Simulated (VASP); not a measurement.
# TePb in VASP: notebook, part 2 of 2

VASP 6.6.1. Earlier steps stand in the parts before.

## Step 3: Single point, PBE (uniaxial z strain -2.0%)

The input, INCAR:

```
PREC = Accurate
ENCUT = 520
EDIFF = 1E-6
ISMEAR = -1
SIGMA = 0.02
LREAL = False
LASPH = True
NELM = 60
ALGO = Normal
ISIF = 2
LWAVE = False
LCHARG = False
GGA = PE
NBANDS = 17
```

The input, KPOINTS:

```
regular mesh
0
Gamma
  8 8 8
```

The input, POSCAR:

```
TePb
1.0
    0.0000000000      3.2678368488      3.2024801118
    3.2678368488      0.0000000000      3.2024801118
    3.2678368488      3.2678368488      0.0000000000
Pb Te
1 1
Direct
    0.0000000000      0.0000000000      0.0000000000
    0.5000000000      0.5000000000      0.5000000000
```

Potentials or basis: VASP PAW PBE potentials, release 64 (Pb_d, Te).

Run with:

```bash
$ cat potpaw_PBE.64/Pb_d/POTCAR potpaw_PBE.64/Te/POTCAR > POTCAR
$ mpirun -np 1 vasp_std > vasp.out
```

OUTCAR:

```text
PREC = Accurate
   ENCUT = 520
   EDIFF = 1E-6
   ISMEAR = -1
   LREAL = False
   LASPH = True
   NELM = 60
   ISIF = 2
   GGA = PE

 ion  position               nearest neighbor table
   1  0.000  0.000  0.000-   2 3.20   2 3.20   2 3.27   2 3.27   2 3.27   2 3.27
   2  0.500  0.500  0.500-   1 3.20   1 3.20   1 3.27   1 3.27   1 3.27   1 3.27

  LATTYP: Found a body centered tetragonal cell.
 ALAT       =     4.6214191912
 C/A-ratio  =     1.3859292911

  Lattice vectors:

 A1 = (   0.0000000000,  -3.2678368488,  -3.2024801118)
 A2 = (   0.0000000000,   3.2678368488,  -3.2024801118)
 A3 = (   3.2678368488,   0.0000000000,   3.2024801118)

Analysis of symmetry for initial positions (statically):
=====================================================================
 Subroutine PRICEL returns:
 Original cell was already a primitive cell.

 Routine SETGRP: Setting up the symmetry group for a
 body centered tetragonal supercell.

 Subroutine GETGRP returns: Found 16 space group operations
 (whereof 16 operations were pure point group operations)
 out of a pool of 16 trial point group operations.

The static configuration has the point symmetry D_4h.

Analysis of symmetry for dynamics (positions and initial velocities):
=====================================================================
 Subroutine PRICEL returns:
 Original cell was already a primitive cell.

 Routine SETGRP: Setting up the symmetry group for a
 body centered tetragonal supercell.

 Subroutine GETGRP returns: Found 16 space group operations
 (whereof 16 operations were pure point group operations)
 out of a pool of 16 trial point group operations.

The dynamic configuration has the point symmetry D_4h.

 Subroutine INISYM returns: Found 16 space group operations
[... 105 lines left out ...]
   POTIM  = 0.5000    time-step for ionic-motion
   TEBEG  =    0.0;   TEEND  =   0.0 temperature during run
   PSTRESS=    0.0 pullay stress
   NELECT =      20.0000    total number of electrons
   NUPDOWN=      -1.0000    fix difference up-down
   EMIN   =  10.00;   EMAX   =-10.00  energy-range for DOS
   EFERMI =   0.00;   METHOD = LEGACY
   ISMEAR =    -1;   SIGMA  =   0.02  broadening in eV -4-tet -1-fermi 0-gaus
   EFERMI_NEDOS =   21; number of points for ismear=-14 and -15
   IALGO  =     38    algorithm
   IMIX   =      4    mixing-type and parameters
     AMIX     =   0.40;   BMIX     =  1.00
     AMIX_MAG =   1.60;   BMIX_MAG =  1.00
  volume/ion in A,a.u.               =      34.20       230.78
  Fermi-wavevector in a.u.,A,eV,Ry     =   1.086607  2.053389 16.064595  1.180714
  Thomas-Fermi vector in A             =   2.222747
   LORBIT       =      0    0 simple, 1 ext, 2 COOP (PROOUT), +10 PAW based schemes
   GGA     = PE    functional components
   LHFCALC =     F    Hartree Fock is set to
   AEXX    =    0.0000 exact exchange contribution
   IVDW    =     0    specifies the selected vdW correction
   LEPSILON=     F    determine dielectric tensor
   LRPA    =     F    only Hartree local field effects (RPA)
 non-spin polarized calculation
  energy-cutoff  :      520.00
  volume of cell :       68.40
 maximum number of plane-waves:      1861
 NGX is ok and might be reduce to    36
   NGX = 17   NGY = 17   NGZ = 17

 number of electron      20.0000004 magnetization

 Free energy of the ion-electron system (eV)
  ---------------------------------------------------
  ext. energy  EPLUGINS =         0.00000000
  ---------------------------------------------------
  free energy    TOTEN  =        -7.50494320 eV

  energy without entropy =       -7.50494320  energy(sigma->0) =       -7.50494320

 E-fermi :   5.8262     XC(G=0):  -9.2376

 val. band max:        5.4578941629   @ k =   0.5000   0.0000   0.0000
 cond. band min:       6.2013035093   @ k =   0.5000   0.0000   0.0000
 fundamental gap:      0.7434093464
 Fermi energy:         5.8262465846

 k-point     1 :       0.0000    0.0000    0.0000
  band No.  band energies     occupation
      1     -11.2561      2.00000
      2     -11.2481      2.00000
      3     -11.2477      2.00000
      4     -11.2416      2.00000
      5     -11.2416      2.00000
      6      -6.4595      2.00000
[... 457 lines left out ...]
      4     -11.2346      2.00000
      5     -11.2276      2.00000
      6      -5.5122      2.00000
[... 9 lines left out ...]
     16      14.0517      0.00000
     17      15.7218      0.00000

 [... further k-points ...]
[... 5 lines left out ...]
  --------------------------------------------------------------------------------------
  -------------------------------------------------------------------------------------
  Total        0.2892080      0.2892080      1.3252758      0.0000000      0.0000000      0.0000000
  in kB        6.7746005      6.7746005     31.0441435      0.0000000      0.0000000      0.0000000
  external PRESSURE =      14.8644481 kB  Pullay stress =       0.0000000 kB

 VOLUME and BASIS-vectors are now :
 -----------------------------------------------------------------------------
  energy-cutoff  :      520.00
  volume of cell :       68.40
      direct lattice vectors                 reciprocal lattice vectors
     0.000000000  3.267836849  3.202480112    -0.153006415  0.153006415  0.156128995
     3.267836849  0.000000000  3.202480112     0.153006415 -0.153006415  0.156128995
     3.267836849  3.267836849  0.000000000     0.153006415  0.153006415 -0.156128995

 POSITION                                       TOTAL-FORCE (eV/Angst)
 -----------------------------------------------------------------------------------
      0.00000      0.00000      0.00000        -0.000000      0.000000      0.000000
      3.26784      3.26784      3.20248         0.000000     -0.000000      0.000000
 -----------------------------------------------------------------------------------
    total drift:                               -0.000000      0.000000      0.000000

  FREE ENERGIE OF THE ION-ELECTRON SYSTEM (eV)
  ---------------------------------------------------
  free  energy   TOTEN  =        -7.5049431973 eV

  energy  without entropy=       -7.5049431972  energy(sigma->0) =       -7.50494320
```

OSZICAR:

```text
N       E                     dE             d eps       ncg     rms          rms(c)
DAV:   1     0.151199482490E+03    0.15120E+03   -0.91470E+03  2022   0.113E+03
DAV:   2     0.280273408899E+01   -0.14840E+03   -0.14403E+03  2097   0.293E+02
DAV:   3    -0.735463574922E+01   -0.10157E+02   -0.10107E+02  2642   0.831E+01
DAV:   4    -0.762107492883E+01   -0.26644E+00   -0.26626E+00  2577   0.151E+01
DAV:   5    -0.763291222227E+01   -0.11837E-01   -0.11837E-01  2878   0.295E+00    0.324E+00
DAV:   6    -0.750652372141E+01    0.12639E+00   -0.27929E-01  2888   0.365E+00    0.199E+00
DAV:   7    -0.750302678963E+01    0.34969E-02   -0.85503E-02  2533   0.140E+00    0.910E-01
DAV:   8    -0.750504680942E+01   -0.20200E-02   -0.10011E-02  2410   0.101E+00    0.149E-01
DAV:   9    -0.750490127274E+01    0.14554E-03   -0.13968E-03  3050   0.395E-01    0.665E-02
DAV:  10    -0.750493720730E+01   -0.35935E-04   -0.16111E-04  2383   0.960E-02    0.209E-02
DAV:  11    -0.750494326144E+01   -0.60541E-05   -0.40030E-05  2697   0.498E-02    0.161E-02
DAV:  12    -0.750494319735E+01    0.64091E-07   -0.23295E-06  2344   0.105E-02
   1 F= -.75049432E+01 E0= -.75049432E+01  d E =-.105698E-09
```

stdout:

```text
POSCAR found type information on POSCAR PbTe
 POSCAR found :  2 types and       2 ions
 scaLAPACK will be used
 LDA part: xc-table for (Slater+PW92), standard interpolation
 POSCAR, INCAR and KPOINTS ok, starting setup
 FFT: planning ... GRIDC
 FFT: planning ... GRID_SOFT
 FFT: planning ... GRID
 WAVECAR not read
 entering main loop
```

It took 50 s on 1 thread of Intel Xeon Platinum 8259CL at 2.50GHz (Skylake/Cascade Lake), shared host; peak memory 0.24 GiB.

What came out:

```
Free energy            : -7.5049 eV
Pressure               : 1.5 GPa
Band gap on the k mesh : 0.74 eV, direct
```

Stress tensor (GPa, compression positive):
```
0.68 0.00 0.00
0.00 0.68 0.00
0.00 0.00 3.10
```

Levels at points of the mesh, in eV from the valence-band top:
```tsv
k point	band 7	band 8	band 9	band 10	band 11	band 12	band 13	band 14
(0.00, 0.00, 0.00)	-5.64	-1.44	-1.24	-1.24	3.90	3.90	4.37	5.78
(0.50, 0.00, 0.00)	-8.53	-0.88	-0.83	0.00	0.74	1.25	1.35	8.36
(0.50, 0.50, 0.00)	-7.38	-4.43	-2.76	-2.76	3.30	5.36	5.36	6.82
(0.50, 0.00, 0.50)	-7.23	-4.39	-2.82	-2.61	3.36	5.20	5.70	6.52
```

Caveat: the cell differs from its parent crystal (uniaxial z strain -2.0%); spin-orbit coupling is left out, which moves the levels of the heavy elements.

## Step 4: Single point, PBE (uniaxial z strain -1.0%)

The input, INCAR:

```
ALGO = Normal ; EDIFF = 1E-6
ENCUT = 520 ; GGA = PE
ISIF = 2 ; ISMEAR = -1
LASPH = True ; LCHARG = True
LELF = True ; LREAL = False
LVHAR = True ; LWAVE = False
NBANDS = 17 ; NELM = 80
PREC = Accurate ; SIGMA = 0.02
```

The input, KPOINTS:

```
k-points
0
Gamma
  8 8 8
```

The input, POSCAR:

```
TePb
1.0
    0.0000000000      3.2678368488      3.2351584803
    3.2678368488      0.0000000000      3.2351584803
    3.2678368488      3.2678368488      0.0000000000
Pb Te
1 1
Direct
    0.0000000000      0.0000000000      0.0000000000
    0.5000000000      0.5000000000      0.5000000000
```

Run with:

```bash
$ cat potpaw_PBE.64/Pb_d/POTCAR potpaw_PBE.64/Te/POTCAR > POTCAR
$ mpirun -np 1 vasp_std > vasp.out
```

It took 48 s on 1 thread of Intel Xeon Platinum 8259CL at 2.50GHz (Skylake/Cascade Lake), shared host; peak memory 0.24 GiB.

The run converged. Its results:

| Quantity | Value |
| --- | --- |
| Free energy | -7.5157 eV |
| Pressure | 1.0 GPa |
| Band gap on the k mesh | 0.78 eV, direct |

Stress tensor (GPa, compression positive):
```
0.62 0.00 0.00
0.00 0.62 0.00
0.00 0.00 1.75
```

Levels at points of the mesh, in eV from the valence-band top:
```tsv
k point	band 8	band 9	band 10	band 11	band 12	band 13
(0.00, 0.00, 0.00)	-1.32	-1.22	-1.22	3.98	3.98	4.20
(0.50, 0.00, 0.00)	-0.83	-0.80	0.00	0.78	1.31	1.35
(0.50, 0.50, 0.00)	-4.32	-2.68	-2.68	3.38	5.36	5.36
(0.50, 0.00, 0.50)	-4.30	-2.71	-2.60	3.41	5.28	5.53
```

Caveat: the cell differs from its parent crystal (uniaxial z strain -1.0%); spin-orbit coupling is left out, which moves the levels of the heavy elements. A k mesh can miss the band edges.

## Step 5: Single point, PBE (uniaxial z strain +1.0%)

The input, INCAR:

```
SYSTEM = TePb
PREC     = Accurate       ! precision mode
ENCUT    = 520            ! plane-wave cutoff, eV
EDIFF    = 1E-6           ! SCF threshold, eV
ISMEAR   = -1             ! smearing method
SIGMA    = 0.02           ! smearing width, eV
LREAL    = .FALSE.        ! projectors in reciprocal space
LASPH    = .TRUE.         ! aspherical terms in the spheres
NELM     = 80             ! most SCF steps
ALGO     = Normal         ! electronic algorithm
ISIF     = 2              ! what is computed and relaxed
LWAVE    = .FALSE.        ! write WAVECAR
LCHARG   = .FALSE.        ! write CHGCAR
GGA      = PE             ! functional
NBANDS   = 17             ! bands
```

The input, KPOINTS:

```
regular mesh
0
G
  8 8 8
  0 0 0
```

The input, POSCAR:

```
TePb
1.0
    0.0000000000      3.2678368488      3.3005152173
    3.2678368488      0.0000000000      3.3005152173
    3.2678368488      3.2678368488      0.0000000000
Pb Te
1 1
Direct
    0.0000000000      0.0000000000      0.0000000000
    0.5000000000      0.5000000000      0.5000000000
```

Run with:

```bash
$ cat potpaw_PBE.64/Pb_d/POTCAR potpaw_PBE.64/Te/POTCAR > POTCAR
$ mpirun -np 1 vasp_std > vasp.out
```

It took 48 s on 1 thread of Intel Xeon Platinum 8259CL at 2.50GHz (Skylake/Cascade Lake), shared host; peak memory 0.24 GiB.

The run converged. Its results:

```yaml
Free_energy: -7.5213 eV
Pressure: 0.2 GPa
Band_gap_on_the_k_mesh: 0.82 eV, direct
```

Stress tensor (GPa, compression positive):
```
 0.50  0.00  0.00
 0.00  0.50  0.00
 0.00  0.00 -0.49
```

Levels at points of the mesh, in eV from the valence-band top:
```tsv
k point	band 8	band 9	band 10	band 11	band 12	band 13
(0.00, 0.00, 0.00)	-1.21	-1.21	-1.12	3.89	4.10	4.10
(0.50, 0.00, 0.00)	-0.76	-0.74	0.00	0.82	1.36	1.40
(0.50, 0.50, 0.00)	-4.14	-2.53	-2.53	3.50	5.35	5.35
(0.50, 0.00, 0.50)	-4.16	-2.61	-2.50	3.47	5.19	5.42
```

Caveat: the cell differs from its parent crystal (uniaxial z strain +1.0%); spin-orbit coupling is left out, which moves the levels of the heavy elements. A k mesh can miss the band edges.

## Step 6: Overview

```tsv
cell	gap on the mesh (eV)	pressure (GPa)
a = 4.621 Å, angles 60.0°, 2 atoms	0.80	0.6
a = 4.575, b = 4.575, c = 4.621 Å, angles 59.7, 59.7, 60.7°, 2 atoms	0.74	1.5
a = 4.598, b = 4.598, c = 4.621 Å, angles 59.8, 59.8, 60.3°, 2 atoms	0.78	1.0
a = 4.645, b = 4.645, c = 4.621 Å, angles 60.2, 60.2, 59.7°, 2 atoms	0.82	0.2
```

Alike in all rows: task single point; level PBE; potentials or basis VASP PAW PBE potentials, release 64 (Pb_d, Te); no spin polarisation; k mesh 8 × 8 × 8; cutoff (eV) 520; smearing fermi-dirac 0.02 eV.

Caveats: spin-orbit coupling is left out, which moves the levels of the heavy elements.

Absolute energies hang on the potentials; compare differences alone.
